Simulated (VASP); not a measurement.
Here is a VASP 6.6.1 calculation.

INCAR

```
  ALGO = Normal
  EDIFF = 1E-6
  ENCUT = 910
  GGA = PE
  GGA_COMPAT = F
  ISIF = 2
  ISMEAR = -1
  LASPH = T
  LCHARG = F
  LREAL = F
  LWAVE = F
  NBANDS = 28
  NELM = 120
  PREC = Accurate
  SIGMA = 0.02
```

Contents of KPOINTS:

```
k-points
0
Gamma
  6 6 6
```

The input POSCAR:

```
BaTiO3
1.0
    3.9723652526      0.0000000000      0.0000000000
    0.0000000000      3.8635224447      0.0000000000
    0.0000000000      0.0000000000      4.1122285626
Ba Ti O
1 1 3
Direct
    0.0000000000      0.0000000000     -0.0042443875
    0.5000000000      0.5000000000      0.4775007454
    0.5000000000      0.5000000000      0.0330780829
    0.5000000000      0.0000000000      0.5223765580
    0.0000000000      0.5000000000      0.5142890013
```

Potentials or basis: VASP PAW PBE potentials, release 64 (Ba_sv, Ti_sv, O_h).

Run with:

```sh
$ cat potpaw_PBE.64/Ba_sv/POTCAR potpaw_PBE.64/Ti_sv/POTCAR potpaw_PBE.64/O_h/POTCAR > POTCAR
$ mpirun -np 1 vasp_std > vasp.out
```

Question: What does it give for the largest force?

Answer: 0.154 eV/Å.

Question: What does it give for the pressure?

Answer: 9.8 GPa.

Question: What does it give for the band gap on the k mesh?

Answer: 1.86 eV (least direct gap 2.35 eV).

Forces on the atoms (eV/Å):
```
Ba   0.000  0.000  0.024
Ti   0.000  0.000  0.075
O    0.000  0.000 -0.154
O    0.000  0.000  0.032
O    0.000  0.000  0.023
```

Caveat: the cell differs from its parent crystal (uniaxial y strain -2.7%); the cutoff is under 1.25 times the usual one of these potentials, so pressure, stress and relaxed cells hold a basis-set (Pulay) error; the cell stands under pressure; spin-orbit coupling is left out, which moves the levels of the heavy elements. A k mesh can miss the band edges.
